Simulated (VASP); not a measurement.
# In4O5 (P1) in VASP: notebook

The runs below take In4O5 through single point, with PBE.

Program: VASP 6.6.1. These are calculated values, not measurements. Logs are shortened: lines on timing, memory, paths and dates and some standing lists are left out, and cuts for length are marked.

## 1. The cell of the first run

The typed cell holds 9 atoms: a = 5.782 Å, b = 5.782 Å, c = 5.782 Å, α = 56.65°, β = 56.65°, γ = 56.65°.

## 2. Single point, PBE

Contents of INCAR:

```
PREC = Accurate
ENCUT = 520
EDIFF = 1E-6
ISMEAR = 0
SIGMA = 0.01
LREAL = F
LASPH = T
NELM = 80
ALGO = Normal
ISIF = 2
LWAVE = F
LCHARG = F
GGA = PE
NBANDS = 51
```

Contents of KPOINTS:

```
Automatic mesh
0
Gamma
  1 1 1
```

Contents of POSCAR:

```
In4O5
1.0
    2.7435000000      1.5839600000      4.8366670000
   -2.7435000000      1.5839600000      4.8366670000
    0.0000000000     -3.1679210000      4.8366670000
In O
4 5
Direct
    0.3638220000      0.3531830000      0.3517750000
    0.1446400000      0.1456990000      0.1427710000
    0.6431650000      0.6340170000      0.6450530000
    0.8548550000      0.8580500000      0.8599180000
    0.5516270000      0.9533020000      0.2519650000
    0.9474860000      0.2410700000      0.5489890000
    0.2479580000      0.5438560000      0.9594030000
    0.4542070000      0.0509720000      0.7511570000
    0.0528960000      0.7510450000      0.4528560000
```

Potentials or basis: VASP PAW PBE potentials, release 64 (In_d, O).

Command:

```bash
$ cat potpaw_PBE.64/In_d/POTCAR potpaw_PBE.64/O/POTCAR > POTCAR
$ mpirun -np 1 vasp_gam > vasp.out
```

OUTCAR:

```text
PREC = Accurate
   ENCUT = 520
   EDIFF = 1E-6
   ISMEAR = 0
   LREAL = F
   LASPH = T
   NELM = 80
   ISIF = 2
   GGA = PE

 ion  position               nearest neighbor table
   1  0.364  0.353  0.352-   8 2.13   9 2.15   5 2.21   7 2.22   6 2.32   2 3.07   3 3.21   3 3.26
                             3 3.27   2 3.59   2 3.64   2 3.64   4 3.93   4 3.97   4 3.98   4 3.99
   2  0.145  0.146  0.143-   8 2.11   9 2.12   6 2.22   7 2.22   5 2.27   1 3.07   4 3.23   4 3.24
                             4 3.26   1 3.59   1 3.64   1 3.64   3 3.93   3 3.95   3 3.98   3 3.99
   3  0.643  0.634  0.645-   6 2.12   5 2.12   7 2.12   9 2.31   8 2.32   4 3.15   1 3.21   1 3.26
                             1 3.27   4 3.56   4 3.60   4 3.61   2 3.93   2 3.95   2 3.98   2 3.99
   4  0.855  0.858  0.860-   6 2.07   5 2.11   7 2.13   8 2.24   9 2.26   3 3.15   2 3.23   2 3.24
                             2 3.26   3 3.56   3 3.60   3 3.61   1 3.93   1 3.97   1 3.98   1 3.99
   5  0.552  0.953  0.252-   4 2.11   3 2.12   1 2.21   2 2.27
   6  0.947  0.241  0.549-   4 2.07   3 2.12   2 2.22   1 2.32
   7  0.248  0.544  0.959-   3 2.12   4 2.13   2 2.22   1 2.22
   8  0.454  0.051  0.751-   2 2.11   1 2.13   4 2.24   3 2.32
   9  0.053  0.751  0.453-   2 2.12   1 2.15   4 2.26   3 2.31

  LATTYP: Found a trigonal (rhomboedric) cell.
 ALAT       =     5.7817877167
 COS(alpha) =     0.5496858016

  Lattice vectors:

 A1 = (   2.7435000000,   1.5839600000,   4.8366670000)
 A2 = (  -2.7435000000,   1.5839600000,   4.8366670000)
 A3 = (   0.0000000000,  -3.1679210000,   4.8366670000)

Analysis of symmetry for initial positions (statically):
=====================================================================
 Subroutine PRICEL returns:
 Original cell was already a primitive cell.

 Routine SETGRP: Setting up the symmetry group for a
 trigonal (rhombohedral) supercell.

 Subroutine GETGRP returns: Found  1 space group operations
 (whereof  1 operations were pure point group operations)
 out of a pool of 12 trial point group operations.

The static configuration has the point symmetry C_1 .

Analysis of symmetry for dynamics (positions and initial velocities):
=====================================================================
 Subroutine PRICEL returns:
 Original cell was already a primitive cell.

 Routine SETGRP: Setting up the symmetry group for a
 trigonal (rhombohedral) supercell.

 Subroutine GETGRP returns: Found  1 space group operations
 (whereof  1 operations were pure point group operations)
 out of a pool of 12 trial point group operations.

The dynamic configuration has the point symmetry C_1 .

 Subroutine INISYM returns: Found  1 space group operations
 (whereof  1 operations are pure point group operations),
 and found     1 'primitive' translations

----------------------------------------------------------------------------------------

                                     Primitive cell

  volume of cell :     126.1092

  direct lattice vectors                    reciprocal lattice vectors
     2.743500000  1.583960000  4.836667000     0.182248952  0.105221490  0.068917990
    -2.743500000  1.583960000  4.836667000    -0.182248952  0.105221490  0.068917990
     0.000000000 -3.167921000  4.836667000     0.000000000 -0.210442980  0.068917968

  length of vectors
     5.781787717  5.781787717  5.781787884     0.221440583  0.221440583  0.221440589

  position of ions in fractional coordinates (direct lattice)
     0.363822000  0.353183000  0.351775000
     0.144640000  0.145699000  0.142771000
     0.643165000  0.634017000  0.645053000
     0.854855000  0.858050000  0.859918000
     0.551627000  0.953302000  0.251965000
     0.947486000  0.241070000  0.548989000
     0.247958000  0.543856000  0.959403000
     0.454207000  0.050972000  0.751157000
     0.052896000  0.751045000  0.452856000

  ion indices of the primitive-cell ions
   primitive index   ion index
                 1           1
                 2           2
                 3           3
                 4           4
                 5           5
                 6           6
                 7           7
                 8           8
                 9           9

----------------------------------------------------------------------------------------

 KPOINTS: Automatic mesh

Automatic generation of k-mesh.
 Grid dimensions read from file:
 generate k-points for:    1    1    1

 Generating k-lattice:

  Cartesian coordinates                     Fractional coordinates (reciprocal lattice)
     0.182248952  0.105221490  0.068917990     1.000000000 -0.000000000  0.000000000
    -0.182248952  0.105221490  0.068917990    -0.000000000  1.000000000  0.000000000
     0.000000000 -0.210442980  0.068917968     0.000000000  0.000000000  1.000000000

  Length of vectors
     0.221440583  0.221440583  0.221440589

  Shift w.r.t. Gamma in fractional coordinates (k-lattice)
     0.000000000  0.000000000  0.000000000

 Subroutine IBZKPT returns following result:
 ===========================================

 Found      1 irreducible k-points:

 Following reciprocal coordinates:
            Coordinates               Weight
  0.000000  0.000000  0.000000      1.000000
   k-points           NKPTS =      1   k-points in BZ     NKDIM =      1   number of bands    NBANDS=     51
   number of dos      NEDOS =    301   number of ions     NIONS =      9
   total plane-waves  NPLWV = 110592
   dimension x,y,z NGX =    48 NGY =   48 NGZ =   48
   dimension x,y,z NGXF=    96 NGYF=   96 NGZF=   96
   ions per type =               4   5
   NGX,Y,Z   is equivalent  to a cutoff of  13.80, 13.80, 13.80 a.u.
   NGXF,Y,Z  is equivalent  to a cutoff of  27.60, 27.60, 27.60 a.u.
 SYSTEM =  unknown system
   PREC   = accura    normal or accurate (medium, high low for compatibility)
   ISTART =      0    job   : 0-new  1-cont  2-samecut
   ICHARG =      2    charge: 1-file 2-atom 10-const
   ISPIN  =      1    spin polarized calculation?
   LNONCOLLINEAR =      F non collinear calculations
   LSORBIT =      F    spin-orbit coupling
   LASPH  =      T    aspherical Exc in radial PAW
   ENCUT  =  520.0 eV  38.22 Ry    6.18 a.u.  10.75 10.75 10.75*2*pi/ulx,y,z
   NELM   =     80;   NELMIN=  2; NELMDL= -5     # of ELM steps
   EDIFF  = 0.1E-05   stopping-criterion for ELM
   LREAL  =      F    real-space projection
   EDIFFG = 0.1E-04   stopping-criterion for IOM
   NSW    =      0    number of steps for IOM
   IBRION =     -1    ionic relax: 0-MD 1-quasi-New 2-CG
   NFREE  =      0    steps in history (QN), initial steepest desc. (CG)
   ISIF   =      2    stress and relaxation
   ISYM   =      2    0-nonsym 1-usesym 2-fastsym
   POTIM  = 0.5000    time-step for ionic-motion
   TEBEG  =    0.0;   TEEND  =   0.0 temperature during run
   PSTRESS=    0.0 pullay stress
   NELECT =      82.0000    total number of electrons
   NUPDOWN=      -1.0000    fix difference up-down
   EMIN   =  10.00;   EMAX   =-10.00  energy-range for DOS
   EFERMI =   0.00;   METHOD = LEGACY
   ISMEAR =     0;   SIGMA  =   0.01  broadening in eV -4-tet -1-fermi 0-gaus
   EFERMI_NEDOS =   21; number of points for ismear=-14 and -15
   IALGO  =     38    algorithm
   IMIX   =      4    mixing-type and parameters
     AMIX     =   0.40;   BMIX     =  1.00
     AMIX_MAG =   1.60;   BMIX_MAG =  1.00
  volume/ion in A,a.u.               =      14.01        94.56
  Fermi-wavevector in a.u.,A,eV,Ry     =   1.418286  2.680172 27.368606  2.011536
  Thomas-Fermi vector in A             =   2.539428
   LORBIT       =      0    0 simple, 1 ext, 2 COOP (PROOUT), +10 PAW based schemes
   GGA     = PE    functional components
   LHFCALC =     F    Hartree Fock is set to
   AEXX    =    0.0000 exact exchange contribution
   IVDW    =     0    specifies the selected vdW correction
   LEPSILON=     F    determine dielectric tensor
   LRPA    =     F    only Hartree local field effects (RPA)
 non-spin polarized calculation
 Gauss-broadening in eV      SIGMA  =   0.01
  energy-cutoff  :      520.00
  volume of cell :      126.11
 maximum number of plane-waves:      1680
 NGX is ok and might be reduce to    42
   NGX = 21   NGY = 21   NGZ = 21

 number of electron      81.9999999 magnetization

 Free energy of the ion-electron system (eV)
  ---------------------------------------------------
  ext. energy  EPLUGINS =         0.00000000
  ---------------------------------------------------
  free energy    TOTEN  =       -48.36411149 eV

  energy without entropy =      -48.36411149  energy(sigma->0) =      -48.36411149

 E-fermi :   5.1914     XC(G=0): -10.9448

 val. band max:        5.1325447828   @ k =   0.0000   0.0000   0.0000
 cond. band min:       9.6480223709   @ k =   0.0000   0.0000   0.0000
 fundamental gap:      4.5154775881
 Fermi energy:         5.1914183483

 k-point     1 :       0.0000    0.0000    0.0000
  band No.  band energies     occupation
      1     -12.2470      2.00000
      2     -11.5231      2.00000
      3     -11.4598      2.00000
      4     -11.2198      2.00000
      5     -11.1288      2.00000
      6      -7.1125      2.00000
      7      -7.0798      2.00000
      8      -6.9832      2.00000
      9      -6.9789      2.00000
     10      -6.9415      2.00000
     11      -6.8498      2.00000
     12      -6.8369      2.00000
     13      -6.8255      2.00000
     14      -6.7977      2.00000
     15      -6.7650      2.00000
     16      -6.7400      2.00000
     17      -6.6884      2.00000
     18      -6.6696      2.00000
     19      -6.5994      2.00000
     20      -6.5839      2.00000
     21      -6.5501      2.00000
     22      -6.4690      2.00000
     23      -6.2997      2.00000
     24      -5.8588      2.00000
     25      -5.5057      2.00000
     26      -0.0717      2.00000
     27       0.2588      2.00000
     28       1.3839      2.00000
     29       1.7064      2.00000
     30       2.1860      2.00000
     31       2.4878      2.00000
     32       2.6734      2.00000
     33       3.2085      2.00000
     34       3.4808      2.00000
     35       4.0594      2.00000
     36       4.6359      2.00000
     37       4.7289      2.00000
     38       5.0236      2.00000
     39       5.0816      2.00000
     40       5.0914      2.00000
     41       5.1325      2.00000
     42       9.6480      0.00000
     43      10.0196      0.00000
     44      11.1421      0.00000
     45      11.2850      0.00000
     46      12.6631      0.00000
     47      13.3016      0.00000
     48      13.9653      0.00000
     49      14.7368      0.00000
     50      14.8453      0.00000
     51      14.9509      0.00000

------------------------ aborting loop because EDIFF is reached ----------------------------------------

  FORCE on cell =-STRESS in cart. coord.  units (eV):
  Direction    XX          YY          ZZ          XY          YZ          ZX
  --------------------------------------------------------------------------------------
  -------------------------------------------------------------------------------------
  Total        6.9630968      8.4218727      5.4780510     -0.6830615     -1.1794400     -1.9683014
  in kB       88.4639462    106.9972346     69.5969085     -8.6780807    -14.9844129    -25.0066482
  external PRESSURE =      88.3526965 kB  Pullay stress =       0.0000000 kB

 VOLUME and BASIS-vectors are now :
 -----------------------------------------------------------------------------
  energy-cutoff  :      520.00
  volume of cell :      126.11
      direct lattice vectors                 reciprocal lattice vectors
     2.743500000  1.583960000  4.836667000     0.182248952  0.105221490  0.068917990
    -2.743500000  1.583960000  4.836667000    -0.182248952  0.105221490  0.068917990
     0.000000000 -3.167921000  4.836667000     0.000000000 -0.210442980  0.068917968

 POSITION                                       TOTAL-FORCE (eV/Angst)
 -----------------------------------------------------------------------------------
      0.02919      0.02131      5.16933        -0.006405      0.050404      1.117994
     -0.00291      0.00760      2.09481        -0.386554     -0.243648     -1.036299
      0.02510     -0.02047      9.29721        -0.244655      0.499657     -0.088600
     -0.00877     -0.01098     12.44389         0.203822      0.114574      0.154548
     -1.10200      1.58554      8.49751         0.556276      0.133825     -0.015092
      1.93805      0.14347      8.40393        -0.821781      0.283722      0.616630
     -0.81180     -1.78511      8.47005         0.088389     -0.165061      0.070395
      1.10628     -1.57942      6.07648         0.086494     -0.259822     -0.363283
     -1.91537     -0.16120      6.07871         0.524413     -0.413650     -0.456294
 -----------------------------------------------------------------------------------
    total drift:                                0.000138     -0.000237      0.000554

  FREE ENERGIE OF THE ION-ELECTRON SYSTEM (eV)
  ---------------------------------------------------
  free  energy   TOTEN  =       -48.3641114940 eV

  energy  without entropy=      -48.3641114940  energy(sigma->0) =      -48.36411149
```

Run time: 12 s. Hardware: 1 thread of Intel Xeon 6975P-C (Granite Rapids), shared host; peak memory 0.29 GiB.

Results:

* Free energy: -48.3641 eV
* Pressure: 8.8 GPa
* Largest force: 1.133 eV/Å
* Band gap on the k mesh: 4.52 eV

Forces in eV/Å, atoms in the order of the input:
```
In  -0.006  0.050  1.118
In  -0.387 -0.244 -1.036
In  -0.245  0.500 -0.089
In   0.204  0.115  0.155
O    0.556  0.134 -0.015
O   -0.822  0.284  0.617
O    0.088 -0.165  0.070
O    0.086 -0.260 -0.363
O    0.524 -0.414 -0.456
```

Stress tensor (GPa, compression positive):
```
 8.85 -0.87 -2.50
-0.87 10.70 -1.50
-2.50 -1.50  6.96
```

Caveat: the k points lie up to 1.39 Å⁻¹ apart; spin-orbit coupling is left out, which moves the levels of the heavy elements; forces of over 1 eV/Å act on the atoms, so gaps and moduli don't describe the material at rest. A k mesh can miss the band edges.

(Part 1 of 2 ends here.)
